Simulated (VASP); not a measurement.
# TePb (rocksalt type) (Fm-3m) in VASP: further runs

The runs below take TePb (rocksalt type) through density of states, with PBE.

Everything below comes from runs of VASP 6.6.1. Logs are shortened: lines on timing, memory, paths and dates and some standing lists are left out, and cuts for length are marked.

### Step 1. The cell of the first run

It takes space group Fm-3m (No. 225, cubic). Conventional cell: a = 5.381 Å, b = 5.381 Å, c = 5.381 Å, α = 90.00°, β = 90.00°, γ = 90.00°. Within 3.5 Å of Pb (site symmetry m-3m) lie 6 Te at 2.69 Å. Te (site symmetry m-3m) has 6 Pb at 2.69 Å within 3.5 Å.

### Step 2. Density of states, PBE (volume scaled by 0.55)

Input file POSCAR:

```
TePb
1.0
    0.0000000000      2.6903361615      2.6903361615
    2.6903361615      0.0000000000      2.6903361615
    2.6903361615      2.6903361615      0.0000000000
Pb Te
1 1
Direct
    0.0000000000      0.0000000000      0.0000000000
    0.5000000000      0.5000000000      0.5000000000
```

Input file INCAR.step1:

```
PREC = Accurate ; ENCUT = 520
EDIFF = 1E-6 ; ISMEAR = -1
SIGMA = 0.1 ; LREAL = F
LASPH = T ; NELM = 60
ALGO = Normal ; ISIF = 2
LWAVE = F ; LCHARG = T
GGA = PE ; NBANDS = 17
```

Input file KPOINTS.step1:

```
Automatic mesh
0
Gamma
  11 11 11
```

Input file INCAR.step2:

```
PREC = Accurate ; ENCUT = 520
EDIFF = 1E-6 ; ISMEAR = -5
SIGMA = 0.1 ; LREAL = F
LASPH = T ; NELM = 60
ALGO = Normal ; ISIF = 2
LWAVE = F ; LCHARG = F
GGA = PE ; LORBIT = 11
NEDOS = 1001 ; ICHARG = 11
```

Input file KPOINTS.step2:

```
Automatic mesh
0
Gamma
  17 17 17
```

Potentials or basis: VASP PAW PBE potentials, release 64 (Pb_d, Te).

The run is started by

```
$ cat potpaw_PBE.64/Pb_d/POTCAR potpaw_PBE.64/Te/POTCAR > POTCAR
$ cp INCAR.step1 INCAR
$ cp KPOINTS.step1 KPOINTS
$ mpirun -np 1 vasp_std > vasp.out
$ cp INCAR.step2 INCAR
$ cp KPOINTS.step2 KPOINTS
$ mpirun -np 1 vasp_std > vasp.out
```

OUTCAR:

```text
PREC = Accurate
   ENCUT = 520
   EDIFF = 1E-6
   ISMEAR = -5
   LREAL = F
   LASPH = T
   NELM = 60
   ISIF = 2
   GGA = PE
   LORBIT = 11
   ICHARG = 11

 ion  position               nearest neighbor table
   1  0.000  0.000  0.000-   2 2.69   2 2.69   2 2.69   2 2.69   2 2.69   2 2.69
   2  0.500  0.500  0.500-   1 2.69   1 2.69   1 2.69   1 2.69   1 2.69   1 2.69

  LATTYP: Found a face centered cubic cell.
 ALAT       =     5.3806723230

  Lattice vectors:

 A1 = (   0.0000000000,   2.6903361615,   2.6903361615)
 A2 = (   2.6903361615,   0.0000000000,   2.6903361615)
 A3 = (   2.6903361615,   2.6903361615,   0.0000000000)

Analysis of symmetry for initial positions (statically):
=====================================================================
 Subroutine PRICEL returns:
 Original cell was already a primitive cell.

 Routine SETGRP: Setting up the symmetry group for a
 face centered cubic supercell.

 Subroutine GETGRP returns: Found 48 space group operations
 (whereof 48 operations were pure point group operations)
 out of a pool of 48 trial point group operations.

The static configuration has the point symmetry O_h .

Analysis of symmetry for dynamics (positions and initial velocities):
=====================================================================
 Subroutine PRICEL returns:
 Original cell was already a primitive cell.

 Routine SETGRP: Setting up the symmetry group for a
 face centered cubic supercell.

 Subroutine GETGRP returns: Found 48 space group operations
 (whereof 48 operations were pure point group operations)
 out of a pool of 48 trial point group operations.

The dynamic configuration has the point symmetry O_h .

 Subroutine INISYM returns: Found 48 space group operations
 (whereof 48 operations are pure point group operations),
 and found     1 'primitive' translations

----------------------------------------------------------------------------------------

                                     Primitive cell

  volume of cell :      38.9448

  direct lattice vectors                    reciprocal lattice vectors
     0.000000000  2.690336161  2.690336161    -0.185850381  0.185850381  0.185850381
     2.690336161  0.000000000  2.690336161     0.185850381 -0.185850381  0.185850381
     2.690336161  2.690336161  0.000000000     0.185850381  0.185850381 -0.185850381

  length of vectors
     3.804709887  3.804709887  3.804709887     0.321902302  0.321902302  0.321902302

  position of ions in fractional coordinates (direct lattice)
     0.000000000  0.000000000  0.000000000
     0.500000000  0.500000000  0.500000000

  ion indices of the primitive-cell ions
   primitive index   ion index
                 1           1
                 2           2

----------------------------------------------------------------------------------------

 KPOINTS: Automatic mesh

Automatic generation of k-mesh.
 Grid dimensions read from file:
 generate k-points for:   17   17   17

 Generating k-lattice:

  Cartesian coordinates                     Fractional coordinates (reciprocal lattice)
    -0.010932375  0.010932375  0.010932375     0.058823529  0.000000000  0.000000000
     0.010932375 -0.010932375  0.010932375     0.000000000  0.058823529  0.000000000
     0.010932375  0.010932375 -0.010932375     0.000000000  0.000000000  0.058823529

  Length of vectors
     0.018935430  0.018935430  0.018935430

  Shift w.r.t. Gamma in fractional coordinates (k-lattice)
     0.000000000  0.000000000  0.000000000

 TETIRR: Found    693 inequivalent tetrahedra from    29478

 Subroutine IBZKPT returns following result:
 ===========================================

 Found    165 irreducible k-points:

 Following reciprocal coordinates:
            Coordinates               Weight
  0.000000  0.000000  0.000000      1.000000
  0.058824  0.000000  0.000000      8.000000
  0.117647  0.000000  0.000000      8.000000
  0.176471  0.000000  0.000000      8.000000
  0.235294  0.000000  0.000000      8.000000
  0.294118  0.000000  0.000000      8.000000
[... 16 lines left out ...]
 -0.176471  0.058824  0.000000     24.000000
 -0.117647  0.058824  0.000000     24.000000
 [... further k-points ...]
   k-points           NKPTS =    165   k-points in BZ     NKDIM =    165   number of bands    NBANDS=     14
   number of dos      NEDOS =   1001   number of ions     NIONS =      2
   total plane-waves  NPLWV =  21952
   dimension x,y,z NGX =    28 NGY =   28 NGZ =   28
   dimension x,y,z NGXF=    56 NGYF=   56 NGZF=   56
   ions per type =               1   1
   NGX,Y,Z   is equivalent  to a cutoff of  12.23, 12.23, 12.23 a.u.
   NGXF,Y,Z  is equivalent  to a cutoff of  24.47, 24.47, 24.47 a.u.
 SYSTEM =  unknown system
   PREC   = accura    normal or accurate (medium, high low for compatibility)
   ISTART =      0    job   : 0-new  1-cont  2-samecut
   ICHARG =     11    charge: 1-file 2-atom 10-const
   ISPIN  =      1    spin polarized calculation?
   LNONCOLLINEAR =      F non collinear calculations
   LSORBIT =      F    spin-orbit coupling
   LASPH  =      T    aspherical Exc in radial PAW
   ENCUT  =  520.0 eV  38.22 Ry    6.18 a.u.   7.07  7.07  7.07*2*pi/ulx,y,z
   NELM   =     60;   NELMIN=  2; NELMDL=  0     # of ELM steps
   EDIFF  = 0.1E-05   stopping-criterion for ELM
   LREAL  =      F    real-space projection
   EDIFFG = 0.1E-04   stopping-criterion for IOM
   NSW    =      0    number of steps for IOM
   IBRION =     -1    ionic relax: 0-MD 1-quasi-New 2-CG
   NFREE  =      0    steps in history (QN), initial steepest desc. (CG)
   ISIF   =      2    stress and relaxation
   ISYM   =      2    0-nonsym 1-usesym 2-fastsym
   POTIM  = 0.5000    time-step for ionic-motion
   TEBEG  =    0.0;   TEEND  =   0.0 temperature during run
   PSTRESS=    0.0 pullay stress
   NELECT =      20.0000    total number of electrons
   NUPDOWN=      -1.0000    fix difference up-down
   EMIN   =  10.00;   EMAX   =-10.00  energy-range for DOS
   EFERMI =   0.00;   METHOD = LEGACY
   ISMEAR =    -5;   SIGMA  =   0.10  broadening in eV -4-tet -1-fermi 0-gaus
   EFERMI_NEDOS =   21; number of points for ismear=-14 and -15
   IALGO  =     38    algorithm
   IMIX   =      4    mixing-type and parameters
     AMIX     =   0.40;   BMIX     =  1.00
     AMIX_MAG =   1.60;   BMIX_MAG =  1.00
  volume/ion in A,a.u.               =      19.47       131.41
  Fermi-wavevector in a.u.,A,eV,Ry     =   1.310997  2.477425 23.384503  1.718712
  Thomas-Fermi vector in A             =   2.441489
   LORBIT       =     11    0 simple, 1 ext, 2 COOP (PROOUT), +10 PAW based schemes
   GGA     = PE    functional components
   LHFCALC =     F    Hartree Fock is set to
   AEXX    =    0.0000 exact exchange contribution
   IVDW    =     0    specifies the selected vdW correction
   LEPSILON=     F    determine dielectric tensor
   LRPA    =     F    only Hartree local field effects (RPA)
 non-spin polarized calculation
 Fermi weights with tetrahedron method with Bloechl corrections
  energy-cutoff  :      520.00
  volume of cell :       38.94
 maximum number of plane-waves:      1067

 number of electron      19.9999996 magnetization

 Free energy of the ion-electron system (eV)
  ---------------------------------------------------
  ext. energy  EPLUGINS =         0.00000000
  ---------------------------------------------------
  free energy    TOTEN  =        -2.43375292 eV

  energy without entropy =       -2.43375292  energy(sigma->0) =       -2.43375292

 E-fermi :  14.7000     XC(G=0): -12.0214

 val. band max:       14.8928759305   @ k =  -0.2941   0.0588   0.0000
 cond. band min:      14.5960842957   @ k =  -0.3529   0.0588   0.0000
 fundamental gap:     -0.2967916348
 Fermi energy:        14.6999692951

 k-point     1 :       0.0000    0.0000    0.0000
  band No.  band energies     occupation
      1      -3.9263      2.00000
      2      -3.9263      2.00000
      3      -3.8428      2.00000
      4      -3.8428      2.00000
      5      -3.8428      2.00000
      6      -3.3801      2.00000
      7      11.0869      2.00000
      8      11.0869      2.00000
      9      11.0869      2.00000
     10      11.8311      2.00000
     11      19.1481      0.00000
     12      19.2512      0.00000
     13      19.2628      0.00000
     14      19.2998      0.00000

 k-point     2 :       0.0588    0.0000    0.0000
  band No.  band energies     occupation
      1      -3.9315      2.00000
      2      -3.9315      2.00000
      3      -3.8438      2.00000
      4      -3.8395      2.00000
      5      -3.8395      2.00000
      6      -3.3233      2.00000
      7      10.1202      2.00000
      8      11.1113      2.00000
      9      11.1113      2.00000
     10      12.6927      2.00000
     11      18.3627      0.00000
     12      18.8678      0.00000
     13      18.8678      0.00000
     14      19.0993      0.00000

 k-point     3 :       0.1176    0.0000    0.0000
  band No.  band energies     occupation
      1      -3.9475      2.00000
      2      -3.9475      2.00000
      3      -3.8482      2.00000
      4      -3.8288      2.00000
      5      -3.8288      2.00000
      6      -3.1514      2.00000
      7       8.8150      2.00000
      8      11.1845      2.00000
      9      11.1845      2.00000
     10      13.6511      2.00000
     11      17.6549      0.00000
     12      18.1939      0.00000
     13      18.1939      0.00000
     14      18.8934      0.00000
[... 324 lines left out ...]
 k-point    23 :      -0.1765    0.0588    0.0000
  band No.  band energies     occupation
      1      -4.0028      2.00000
      2      -3.9783      2.00000
      3      -3.8583      2.00000
      4      -3.8075      2.00000
      5      -3.7991      2.00000
      6      -2.6830      2.00000
      7       7.0265      2.00000
      8      10.6099      2.00000
      9      11.8097      2.00000
     10      14.7412      0.87704
     11      16.4141      0.00000
     12      16.5546      0.00000
     13      17.7458      0.00000
     14      19.3312      0.00000

 k-point    24 :      -0.1176    0.0588    0.0000
  band No.  band energies     occupation
      1      -3.9726      2.00000
      2      -3.9503      2.00000
      3      -3.8502      2.00000
      4      -3.8250      2.00000
      5      -3.8188      2.00000
      6      -3.0118      2.00000
      7       8.2747      2.00000
      8      10.6509      2.00000
      9      11.5508      2.00000
     10      14.2071      2.18810
     11      17.2193      0.00000
     12      17.4214      0.00000
     13      17.8132      0.00000
     14      19.4502      0.00000

 [... further k-points ...]

------------------------ aborting loop because EDIFF is reached ----------------------------------------

  FORCE on cell =-STRESS in cart. coord.  units (eV):
  Direction    XX          YY          ZZ          XY          YZ          ZX
  --------------------------------------------------------------------------------------
  -------------------------------------------------------------------------------------
  Total       21.4823435     21.4823435     21.4823435      0.0000000      0.0000000     -0.0000000
  in kB      883.7767969    883.7767969    883.7767969      0.0000000      0.0000000     -0.0000000
  external PRESSURE =     883.7767969 kB  Pullay stress =       0.0000000 kB

 VOLUME and BASIS-vectors are now :
 -----------------------------------------------------------------------------
  energy-cutoff  :      520.00
  volume of cell :       38.94
      direct lattice vectors                 reciprocal lattice vectors
     0.000000000  2.690336161  2.690336161    -0.185850381  0.185850381  0.185850381
     2.690336161  0.000000000  2.690336161     0.185850381 -0.185850381  0.185850381
     2.690336161  2.690336161  0.000000000     0.185850381  0.185850381 -0.185850381

 POSITION                                       TOTAL-FORCE (eV/Angst)
 -----------------------------------------------------------------------------------
      0.00000      0.00000      0.00000         0.000000     -0.000000      0.000000
      2.69034      2.69034      2.69034        -0.000000      0.000000     -0.000000
 -----------------------------------------------------------------------------------
    total drift:                               -0.000000      0.000000      0.000000

  FREE ENERGIE OF THE ION-ELECTRON SYSTEM (eV)
  ---------------------------------------------------
  free  energy   TOTEN  =        -2.4337529204 eV

  energy  without entropy=       -2.4337529204  energy(sigma->0) =       -2.43375292

 total charge

# of ion       s       p       d       tot
------------------------------------------
    1        1.414   1.195   9.929  12.538
    2        1.416   2.202   0.142   3.760
--------------------------------------------------
tot          2.830   3.396  10.071  16.298
```

Run time: 37 s. Hardware: 1 thread of Intel Xeon Platinum 8559C (Emerald Rapids), shared host; peak memory 0.22 GiB.

What came out:

```
Valence electrons inside the program's atomic spheres : Pb 12.54; Te 3.76
```

Caveat: this odd mesh misses L, where the gap lies, so gap, dielectric constants and Born charges aren't listed; spin-orbit coupling is left out, which moves the levels of the heavy elements; tetrahedron occupations give inexact forces and stress in metals.

(Part 1 of 2 ends here.)
